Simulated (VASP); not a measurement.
# Fe (Fmmm) in VASP: settings compared, part 2 of 2

VASP 6.6.1.

### Step 4. Single point, PBEsol, collinear spin, ferromagnetic start

This run uses another cell than the first one, of 11.89 Å³/atom, 1.040 times its volume.

The input, INCAR:

```
SYSTEM = Fe
PREC     = Accurate       ! precision mode
ENCUT    = 520            ! plane-wave cutoff, eV
EDIFF    = 1E-6           ! SCF threshold, eV
ISMEAR   = -1             ! smearing method
SIGMA    = 0.05           ! smearing width, eV
LREAL    = .False.        ! projectors in reciprocal space
LASPH    = .True.         ! aspherical terms in the spheres
NELM     = 150            ! most SCF steps
ALGO     = Normal         ! electronic algorithm
ISIF     = 2              ! what is computed and relaxed
LWAVE    = .False.        ! write WAVECAR
LCHARG   = .False.        ! write CHGCAR
ISPIN    = 2              ! spin polarisation
MAGMOM   = 3              ! initial moments
LORBIT   = 11             ! projections on sites
LMAXMIX  = 4              ! l up to which the mixer works
GGA      = PS             ! functional
NBANDS   = 14             ! bands
```

The input, KPOINTS:

```
Automatic mesh
0
Gamma
  13 13 13
  0 0 0
```

The input, POSCAR:

```
Fe
1.0
    0.0000000000      1.9672918273      1.9909647747
    1.5181582831      0.0000000000      1.9909647747
    1.5181582831      1.9672918273      0.0000000000
Fe
1
Direct
    0.0000000000      0.0000000000      0.0000000000
```

Potentials or basis: VASP PAW PBE potentials, release 64 (Fe).

Run with:

```
cat potpaw_PBE.64/Fe/POTCAR > POTCAR
mpirun -np 1 vasp_std > vasp.out
```

OUTCAR:

```text
SYSTEM = Fe
   PREC = Accurate
   ENCUT = 520
   EDIFF = 1E-6
   ISMEAR = -1
   LREAL = .False.
   LASPH = .True.
   NELM = 150
   ISIF = 2
   ISPIN = 2
   LORBIT = 11
   GGA = PS

 ion  position               nearest neighbor table
   1  0.000  0.000  0.000-

  LATTYP: Found a face centered orthorhombic cell.
 ALAT       =     3.0363165662
 B/A-ratio  =     1.2958410524
 C/A-ratio  =     1.3114342535

  Lattice vectors:

 A1 = (   0.0000000000,   1.9672918273,   1.9909647747)
 A2 = (   1.5181582831,   0.0000000000,   1.9909647747)
 A3 = (   1.5181582831,   1.9672918273,   0.0000000000)

Analysis of symmetry for initial positions (statically):
=====================================================================
 Subroutine PRICEL returns:
 Original cell was already a primitive cell.

 Routine SETGRP: Setting up the symmetry group for a
 face centered orthorhombic supercell.

 Subroutine GETGRP returns: Found  8 space group operations
 (whereof  8 operations were pure point group operations)
 out of a pool of  8 trial point group operations.

The static configuration has the point symmetry D_2h.
[... 598 lines left out ...]
      3       4.9402      0.99638
      4       5.4016      0.02635
      5       6.5291      0.00000
      6       7.1060      0.00000
      7      28.5045      0.00000
      8      29.9867      0.00000
      9      30.2623      0.00000
     10      34.4381      0.00000
     11      35.2411      0.00000
     12      36.0376      0.00000
     13      36.4179      0.00000
     14      36.4949      0.00000
[... 379 lines left out ...]
      3       4.3295      1.00000
      4       6.4212      0.00000
      5       7.2794      0.00000
      6       8.2808      0.00000
      7      15.6108      0.00000
      8      20.9458      0.00000
      9      25.3735      0.00000
     10      30.7853      0.00000
     11      34.0685      0.00000
     12      37.4575      0.00000
     13      43.4523      0.00000
     14      45.3444      0.00000

 [... further k-points ...]
[... 5 lines left out ...]
  --------------------------------------------------------------------------------------
  -------------------------------------------------------------------------------------
  Total       -1.4293246     -0.9285522     -1.0433644      0.0000000      0.0000000      0.0000000
  in kB     -192.5582151   -125.0942929   -140.5617526      0.0000000      0.0000000      0.0000000
  external PRESSURE =    -152.7380869 kB  Pullay stress =       0.0000000 kB

 VOLUME and BASIS-vectors are now :
 -----------------------------------------------------------------------------
  energy-cutoff  :      520.00
  volume of cell :       11.89
      direct lattice vectors                 reciprocal lattice vectors
     0.000000000  1.967291827  1.990964775    -0.329346423  0.254156497  0.251134529
     1.518158283  0.000000000  1.990964775     0.329346423 -0.254156497  0.251134529
     1.518158283  1.967291827  0.000000000     0.329346423  0.254156497 -0.251134529

 POSITION                                       TOTAL-FORCE (eV/Angst)
 -----------------------------------------------------------------------------------
      0.00000      0.00000      0.00000         0.000000      0.000000      0.000000
 -----------------------------------------------------------------------------------
    total drift:                                0.000000     -0.000000      0.000000

  FREE ENERGIE OF THE ION-ELECTRON SYSTEM (eV)
  ---------------------------------------------------
  free  energy   TOTEN  =        -8.8442212526 eV

  energy  without entropy=       -8.8346881639  energy(sigma->0) =       -8.83945471

 total charge

# of ion       s       p       d       tot
------------------------------------------
    1        0.471   0.503   6.207   7.182

 magnetization (x)

# of ion       s       p       d       tot
------------------------------------------
    1       -0.015  -0.049   2.360   2.297
```

stdout:

```text
POSCAR found type information on POSCAR Fe
 POSCAR found :  1 types and       1 ions
 scaLAPACK will be used
 -----------------------------------------------------------------------------
|                                                                             |
|                                                                             |
|     You enforced a specific xc type in the INCAR file but a different       |
|     I HOPE YOU KNOW WHAT YOU ARE DOING!                                     |
|                                                                             |
 -----------------------------------------------------------------------------

 LDA part: xc-table for (Slater+PW92), standard interpolation
 POSCAR, INCAR and KPOINTS ok, starting setup
 FFT: planning ... GRIDC
 FFT: planning ... GRID_SOFT
 FFT: planning ... GRID
 WAVECAR not read
 entering main loop
```

It took 53 s on 1 thread of Intel Xeon Platinum 8488C (Sapphire Rapids), shared host; peak memory 0.2 GiB.

Results:

- Free energy: -8.8442 eV
- Pressure: -15.3 GPa
- Net moment: 2.30 μB per cell
- Site moments: Fe +2.30 μB
- Valence electrons inside the program's atomic spheres: Fe 7.18

Stress tensor (GPa, compression positive):
```
-19.26   0.00   0.00
  0.00 -12.51   0.00
  0.00   0.00 -14.06
```

Caveat: the PAW data sets were made with another functional, which shifts forces and pressure a little.

### Step 5. Single point, PBEsol, collinear spin, ferromagnetic start

This run uses another cell than the first one, of 12.12 Å³/atom, 1.060 times its volume.

The input, INCAR:

```
SYSTEM = Fe
PREC = Accurate
ENCUT = 520
EDIFF = 1E-7
ISMEAR = -1
SIGMA = 0.05
LREAL = .FALSE.
LASPH = .TRUE.
NELM = 150
ALGO = Fast
ISIF = 2
LWAVE = .FALSE.
LCHARG = .FALSE.
ISPIN = 2
MAGMOM = 3
LORBIT = 11
LMAXMIX = 4
GGA = PS
NBANDS = 14
```

The input, KPOINTS:

```
regular mesh
0
G
  13 13 13
  0 0 0
```

The input, POSCAR:

```
Fe
1.0
    0.0000000000      1.9798226863      2.0036464209
    1.5278283418      0.0000000000      2.0036464209
    1.5278283418      1.9798226863      0.0000000000
Fe
1
Direct
    0.0000000000      0.0000000000      0.0000000000
```

Run with:

```
cat potpaw_PBE.64/Fe/POTCAR > POTCAR
mpirun -np 1 vasp_std > vasp.out
```

Run time: 80 s. Hardware: 1 thread of Intel Xeon Platinum 8488C (Sapphire Rapids), shared host; peak memory 0.21 GiB.

Results (log left out):

* Free energy: -8.8209 eV
* Pressure: -17.4 GPa
* Net moment: 2.34 μB per cell
* Site moments: Fe +2.34 μB
* Valence electrons inside the program's atomic spheres: Fe 7.15

Stress tensor (GPa, compression positive):
```
-21.13   0.00   0.00
  0.00 -14.87   0.00
  0.00   0.00 -16.31
```

Levels at points of the mesh, in eV from the Fermi level:
Spin up:
```
           k point  band 3  band 4  band 5  band 6  band 7  band 8
(0.00, 0.00, 0.00)   -2.27   -1.97   -1.28   -0.92   23.26   24.66
```
Spin down:
| k point | band 1 | band 2 | band 3 | band 4 | band 5 | band 6 | band 7 |
| --- | --- | --- | --- | --- | --- | --- | --- |
| (0.00, 0.00, 0.00) | -7.89 | -0.33 | -0.20 | 0.26 | 1.35 | 1.92 | 23.11 |

Caveat: the PAW data sets were made with another functional, which shifts forces and pressure a little.

### Step 6. Single point, PBE, collinear spin, ferromagnetic start

The input, INCAR:

```
SYSTEM = Fe
PREC = Accurate
ENCUT = 520
EDIFF = 1E-6
ISMEAR = -1
SIGMA = 0.05
LREAL = .FALSE.
LASPH = .TRUE.
NELM = 150
ALGO = Fast
ISIF = 2
LWAVE = .FALSE.
LCHARG = .TRUE.
ISPIN = 2
MAGMOM = 3
LORBIT = 11
LMAXMIX = 4
GGA = PE
LELF = .TRUE.
LVHAR = .TRUE.
NBANDS = 14
```

KPOINTS is that of step 5.

The input, POSCAR:

```
Fe
1.0
    0.0000000000      1.9417396906      1.9651051623
    1.4984397099      0.0000000000      1.9651051623
    1.4984397099      1.9417396906      0.0000000000
Fe
1
Direct
    0.0000000000      0.0000000000      0.0000000000
```

Potentials or basis: VASP PAW PBE potentials, release 64 (Fe).

Run with:

```
cat potpaw_PBE.64/Fe/POTCAR > POTCAR
mpirun -np 1 vasp_std > vasp.out
```

It took 35 s on 1 thread of Intel Xeon 6975P-C (Granite Rapids), shared host; peak memory 0.2 GiB.

It converged, with:

```
Free energy                                           : -8.2260 eV
Pressure                                              : -1.3 GPa
Net moment                                            : 2.20 μB per cell
Site moments                                          : Fe +2.19 μB
Valence electrons inside the program's atomic spheres : Fe 7.26
```

Stress tensor (GPa, compression positive):
```
-6.45  0.00  0.00
 0.00  1.93  0.00
 0.00  0.00  0.54
```

Levels at points of the mesh, in eV from the Fermi level:
Spin up:
```csv
k point,band 1,band 2,band 3,band 4,band 5,band 6,band 7,band 8,band 9,band 10
"(0.00, 0.00, 0.00)",-8.43,-2.45,-2.37,-2.04,-1.35,-0.96,23.85,25.32,25.58,29.50
```
Spin down:
```tsv
k point	band 1	band 2	band 3	band 4	band 5	band 6	band 7
(0.00, 0.00, 0.00)	-8.26	-0.63	-0.48	0.02	1.28	1.89	23.56
```

### Step 7. Overview

```tsv
level	cell	gap on the mesh (eV)	pressure (GPa)	moment (μB)
PBEsol	a = 2.763, b = 2.471, c = 2.453 Å, angles 68.3, 56.2, 55.6°, 1 atom	none	-10.3	2.20
PBEsol	a = 2.781, b = 2.488, c = 2.469 Å, angles 68.3, 56.2, 55.6°, 1 atom	none	-13.1	2.25
PBEsol	a = 2.799, b = 2.504, c = 2.485 Å, angles 68.3, 56.2, 55.6°, 1 atom	none	-15.3	2.30
PBEsol	a = 2.817, b = 2.520, c = 2.501 Å, angles 68.3, 56.2, 55.6°, 1 atom	none	-17.4	2.34
PBE	a = 2.763, b = 2.471, c = 2.453 Å, angles 68.3, 56.2, 55.6°, 1 atom	none	-1.3	2.20
```

Alike in all rows: task single point; potentials or basis VASP PAW PBE potentials, release 64 (Fe); spin collinear, ferromagnetic start; k mesh 13 × 13 × 13; cutoff (eV) 520; smearing fermi-dirac 0.05 eV.

Caveats: the PAW data sets were made with another functional, which shifts forces and pressure a little (some runs).

Total energies depend on the potentials used, so only differences within one code and one set of settings carry meaning.
